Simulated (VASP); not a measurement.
# PbS (Galena) (Fm-3m) in VASP: single point with LDA

Aim: the single point of PbS (Galena) with LDA.

Program: VASP 6.6.1. These are calculated values, not measurements. Logs are shortened: lines on timing, memory, paths and dates and some standing lists are left out, and cuts for length are marked.

### Step 1. The cell of the first run

It takes space group Fm-3m (No. 225, cubic). The conventional cell has a = 5.931 Å, b = 5.931 Å, c = 5.931 Å, α = 90.00°, β = 90.00°, γ = 90.00°. Pb (site symmetry m-3m) has 6 S at 2.97 Å within 3.9 Å. S (site symmetry m-3m) has 6 Pb at 2.97 Å within 3.9 Å.

### Step 2. Single point, LDA

File INCAR:

```
PREC = Accurate ; ENCUT = 500
EDIFF = 1E-6 ; ISMEAR = 0
SIGMA = 0.01 ; LREAL = F
LASPH = T ; NELM = 120
ALGO = Normal ; ISIF = 2
LWAVE = F ; LCHARG = F
NBANDS = 17 ; GGA_COMPAT = F
```

File KPOINTS:

```
Automatic mesh
0
Gamma
  4 4 4
```

File POSCAR:

```
PbS
1.0
    0.0000000000      2.9657500000      2.9657500000
    2.9657500000      0.0000000000      2.9657500000
    2.9657500000      2.9657500000      0.0000000000
Pb S
1 1
Direct
    0.0000000000      0.0000000000      0.0000000000
    0.5000000000      0.5000000000      0.5000000000
```

Potentials or basis: VASP PAW LDA potentials, release 64 (Pb_d, S).

Started as:

```sh
> cat potpaw_LDA.64/Pb_d/POTCAR potpaw_LDA.64/S/POTCAR > POTCAR
> mpirun -np 1 vasp_std > vasp.out
```

OUTCAR:

```text
PREC = Accurate
   ENCUT = 500
   EDIFF = 1E-6
   ISMEAR = 0
   LREAL = F
   LASPH = T
   NELM = 120
   ISIF = 2

 ion  position               nearest neighbor table
   1  0.000  0.000  0.000-   2 2.97   2 2.97   2 2.97   2 2.97   2 2.97   2 2.97
   2  0.500  0.500  0.500-   1 2.97   1 2.97   1 2.97   1 2.97   1 2.97   1 2.97

  LATTYP: Found a face centered cubic cell.
 ALAT       =     5.9315000000

  Lattice vectors:

 A1 = (   0.0000000000,   2.9657500000,   2.9657500000)
 A2 = (   2.9657500000,   0.0000000000,   2.9657500000)
 A3 = (   2.9657500000,   2.9657500000,   0.0000000000)

Analysis of symmetry for initial positions (statically):
[... 5 lines left out ...]
 face centered cubic supercell.

 Subroutine GETGRP returns: Found 48 space group operations
 (whereof 48 operations were pure point group operations)
 out of a pool of 48 trial point group operations.

The static configuration has the point symmetry O_h .

Analysis of symmetry for dynamics (positions and initial velocities):
[... 5 lines left out ...]
 face centered cubic supercell.

 Subroutine GETGRP returns: Found 48 space group operations
 (whereof 48 operations were pure point group operations)
 out of a pool of 48 trial point group operations.

The dynamic configuration has the point symmetry O_h .

 Subroutine INISYM returns: Found 48 space group operations
 (whereof 48 operations are pure point group operations),
 and found     1 'primitive' translations

----------------------------------------------------------------------------------------

                                     Primitive cell

  volume of cell :      52.1715

  direct lattice vectors                    reciprocal lattice vectors
     0.000000000  2.965750000  2.965750000    -0.168591419  0.168591419  0.168591419
     2.965750000  0.000000000  2.965750000     0.168591419 -0.168591419  0.168591419
     2.965750000  2.965750000  0.000000000     0.168591419  0.168591419 -0.168591419

  length of vectors
     4.194203873  4.194203873  4.194203873     0.292008903  0.292008903  0.292008903

  position of ions in fractional coordinates (direct lattice)
     0.000000000  0.000000000  0.000000000
     0.500000000  0.500000000  0.500000000

  ion indices of the primitive-cell ions
   primitive index   ion index
                 1           1
                 2           2

----------------------------------------------------------------------------------------

 KPOINTS: Automatic mesh

Automatic generation of k-mesh.
 Grid dimensions read from file:
 generate k-points for:    4    4    4

 Generating k-lattice:

  Cartesian coordinates                     Fractional coordinates (reciprocal lattice)
    -0.042147855  0.042147855  0.042147855     0.250000000  0.000000000  0.000000000
     0.042147855 -0.042147855  0.042147855     0.000000000  0.250000000  0.000000000
     0.042147855  0.042147855 -0.042147855     0.000000000  0.000000000  0.250000000

  Length of vectors
     0.073002226  0.073002226  0.073002226

  Shift w.r.t. Gamma in fractional coordinates (k-lattice)
     0.000000000  0.000000000  0.000000000

 Subroutine IBZKPT returns following result:
 ===========================================

 Found      8 irreducible k-points:

 Following reciprocal coordinates:
            Coordinates               Weight
  0.000000  0.000000  0.000000      1.000000
  0.250000  0.000000  0.000000      8.000000
  0.500000  0.000000  0.000000      4.000000
  0.250000  0.250000  0.000000      6.000000
  0.500000  0.250000  0.000000     24.000000
 -0.250000  0.250000  0.000000     12.000000
  0.500000  0.500000  0.000000      3.000000
 -0.250000  0.500000  0.250000      6.000000
   k-points           NKPTS =      8   k-points in BZ     NKDIM =      8   number of bands    NBANDS=     17
   number of dos      NEDOS =    301   number of ions     NIONS =      2
   total plane-waves  NPLWV =  32768
   dimension x,y,z NGX =    32 NGY =   32 NGZ =   32
   dimension x,y,z NGXF=    64 NGYF=   64 NGZF=   64
   ions per type =               1   1
   NGX,Y,Z   is equivalent  to a cutoff of  12.68, 12.68, 12.68 a.u.
   NGXF,Y,Z  is equivalent  to a cutoff of  25.37, 25.37, 25.37 a.u.
 SYSTEM =  unknown system
   PREC   = accura    normal or accurate (medium, high low for compatibility)
   ISTART =      0    job   : 0-new  1-cont  2-samecut
   ICHARG =      2    charge: 1-file 2-atom 10-const
   ISPIN  =      1    spin polarized calculation?
   LNONCOLLINEAR =      F non collinear calculations
   LSORBIT =      F    spin-orbit coupling
   LASPH  =      T    aspherical Exc in radial PAW
   ENCUT  =  500.0 eV  36.75 Ry    6.06 a.u.   7.65  7.65  7.65*2*pi/ulx,y,z
   NELM   =    120;   NELMIN=  2; NELMDL= -5     # of ELM steps
   EDIFF  = 0.1E-05   stopping-criterion for ELM
   LREAL  =      F    real-space projection
   EDIFFG = 0.1E-04   stopping-criterion for IOM
   NSW    =      0    number of steps for IOM
   IBRION =     -1    ionic relax: 0-MD 1-quasi-New 2-CG
   NFREE  =      0    steps in history (QN), initial steepest desc. (CG)
   ISIF   =      2    stress and relaxation
   ISYM   =      2    0-nonsym 1-usesym 2-fastsym
   POTIM  = 0.5000    time-step for ionic-motion
   TEBEG  =    0.0;   TEEND  =   0.0 temperature during run
   PSTRESS=    0.0 pullay stress
   NELECT =      20.0000    total number of electrons
   NUPDOWN=      -1.0000    fix difference up-down
   EMIN   =  10.00;   EMAX   =-10.00  energy-range for DOS
   EFERMI =   0.00;   METHOD = LEGACY
   ISMEAR =     0;   SIGMA  =   0.01  broadening in eV -4-tet -1-fermi 0-gaus
   EFERMI_NEDOS =   21; number of points for ismear=-14 and -15
   IALGO  =     38    algorithm
   IMIX   =      4    mixing-type and parameters
     AMIX     =   0.40;   BMIX     =  1.00
     AMIX_MAG =   1.60;   BMIX_MAG =  1.00
  volume/ion in A,a.u.               =      26.09       176.04
  Fermi-wavevector in a.u.,A,eV,Ry     =   1.189251  2.247359 19.242973  1.414319
  Thomas-Fermi vector in A             =   2.325363
   LORBIT       =      0    0 simple, 1 ext, 2 COOP (PROOUT), +10 PAW based schemes
   GGA     = CA    functional components
   LHFCALC =     F    Hartree Fock is set to
   AEXX    =    0.0000 exact exchange contribution
   IVDW    =     0    specifies the selected vdW correction
   LEPSILON=     F    determine dielectric tensor
   LRPA    =     F    only Hartree local field effects (RPA)
 non-spin polarized calculation
 Gauss-broadening in eV      SIGMA  =   0.01
  energy-cutoff  :      500.00
  volume of cell :       52.17
 maximum number of plane-waves:      1363
 NGX is ok and might be reduce to    32
   NGX = 15   NGY = 15   NGZ = 15

 number of electron      19.9999998 magnetization

 Free energy of the ion-electron system (eV)
  ---------------------------------------------------
  ext. energy  EPLUGINS =         0.00000000
  ---------------------------------------------------
  free energy    TOTEN  =        -9.96783639 eV

  energy without entropy =       -9.96783639  energy(sigma->0) =       -9.96783639

 E-fermi :   5.6611     XC(G=0): -10.0301

 val. band max:        5.5958508835   @ k =   0.5000   0.0000   0.0000
 cond. band min:       5.8029278731   @ k =   0.5000   0.0000   0.0000
 fundamental gap:      0.2070769897
 Fermi energy:         5.6611048578

 k-point     1 :       0.0000    0.0000    0.0000
  band No.  band energies     occupation
      1     -11.1783      2.00000
      2     -11.1783      2.00000
      3     -11.1783      2.00000
      4     -11.1696      2.00000
      5     -11.1696      2.00000
      6      -7.9764      2.00000
[... 9 lines left out ...]
     16      12.2398      0.00000
     17      14.0287      0.00000

 k-point     2 :       0.2500    0.0000    0.0000
  band No.  band energies     occupation
      1     -11.1870      2.00000
      2     -11.1870      2.00000
      3     -11.1763      2.00000
      4     -11.1529      2.00000
      5     -11.1529      2.00000
      6      -7.4599      2.00000
[... 9 lines left out ...]
     16      13.4671      0.00000
     17      17.3049      0.00000

 k-point     3 :       0.5000    0.0000    0.0000
  band No.  band energies     occupation
      1     -11.2022      2.00000
      2     -11.2022      2.00000
      3     -11.1754      2.00000
      4     -11.1295      2.00000
      5     -11.1295      2.00000
      6      -6.6868      2.00000
[... 9 lines left out ...]
     16      15.6807      0.00000
     17      16.0335      0.00000

 k-point     4 :       0.2500    0.2500    0.0000
  band No.  band energies     occupation
      1     -11.2287      2.00000
      2     -11.1916      2.00000
      3     -11.1563      2.00000
      4     -11.1476      2.00000
      5     -11.1476      2.00000
      6      -7.2665      2.00000
[... 9 lines left out ...]
     16      15.5187      0.00000
     17      15.5250      0.00000

 k-point     5 :       0.5000    0.2500    0.0000
  band No.  band energies     occupation
      1     -11.2597      2.00000
      2     -11.1801      2.00000
      3     -11.1705      2.00000
      4     -11.1384      2.00000
      5     -11.1247      2.00000
      6      -6.4891      2.00000
[... 9 lines left out ...]
     16      16.3048      0.00000
     17      16.9390      0.00000

 k-point     6 :      -0.2500    0.2500    0.0000
  band No.  band energies     occupation
      1     -11.2179      2.00000
      2     -11.1862      2.00000
      3     -11.1637      2.00000
      4     -11.1468      2.00000
      5     -11.1452      2.00000
      6      -6.7634      2.00000
[... 9 lines left out ...]
     16      15.3378      0.00000
     17      16.2402      0.00000

 k-point     7 :       0.5000    0.5000    0.0000
  band No.  band energies     occupation
      1     -11.3254      2.00000
      2     -11.2049      2.00000
      3     -11.1429      2.00000
      4     -11.1152      2.00000
      5     -11.1152      2.00000
      6      -6.2513      2.00000
[... 9 lines left out ...]
     16      17.8752      0.00000
     17      17.8820      0.00000

 k-point     8 :      -0.2500    0.5000    0.2500
  band No.  band energies     occupation
      1     -11.2805      2.00000
      2     -11.1678      2.00000
      3     -11.1614      2.00000
      4     -11.1614      2.00000
      5     -11.1152      2.00000
      6      -6.2041      2.00000
[... 9 lines left out ...]
     16      17.5334      0.00000
     17      17.8638      0.00000

------------------------ aborting loop because EDIFF is reached ----------------------------------------

  FORCE on cell =-STRESS in cart. coord.  units (eV):
  Direction    XX          YY          ZZ          XY          YZ          ZX
  --------------------------------------------------------------------------------------
  -------------------------------------------------------------------------------------
  Total       -0.7995173     -0.7995173     -0.7995173     -0.0000000      0.0000000     -0.0000000
  in kB      -24.5530159    -24.5530159    -24.5530159     -0.0000000      0.0000000     -0.0000000
  external PRESSURE =     -24.5530159 kB  Pullay stress =       0.0000000 kB

 VOLUME and BASIS-vectors are now :
 -----------------------------------------------------------------------------
  energy-cutoff  :      500.00
  volume of cell :       52.17
      direct lattice vectors                 reciprocal lattice vectors
     0.000000000  2.965750000  2.965750000    -0.168591419  0.168591419  0.168591419
     2.965750000  0.000000000  2.965750000     0.168591419 -0.168591419  0.168591419
     2.965750000  2.965750000  0.000000000     0.168591419  0.168591419 -0.168591419

 POSITION                                       TOTAL-FORCE (eV/Angst)
 -----------------------------------------------------------------------------------
      0.00000      0.00000      0.00000        -0.000000     -0.000000     -0.000000
      2.96575      2.96575      2.96575         0.000000      0.000000      0.000000
 -----------------------------------------------------------------------------------
    total drift:                                0.000000     -0.000000     -0.000000

  FREE ENERGIE OF THE ION-ELECTRON SYSTEM (eV)
  ---------------------------------------------------
  free  energy   TOTEN  =        -9.9678363862 eV

  energy  without entropy=       -9.9678363862  energy(sigma->0) =       -9.96783639
```

It took 3 s on 1 thread of Intel Xeon Platinum 8559C (Emerald Rapids), shared host; peak memory 0.15 GiB.

Results:

* Free energy: -9.9678 eV
* Pressure: -2.5 GPa
* Band gap on the k mesh: 0.21 eV, direct

Caveat: the k points lie up to 0.46 Å⁻¹ apart; spin-orbit coupling is left out, which moves the levels of the heavy elements. A k mesh can miss the band edges.
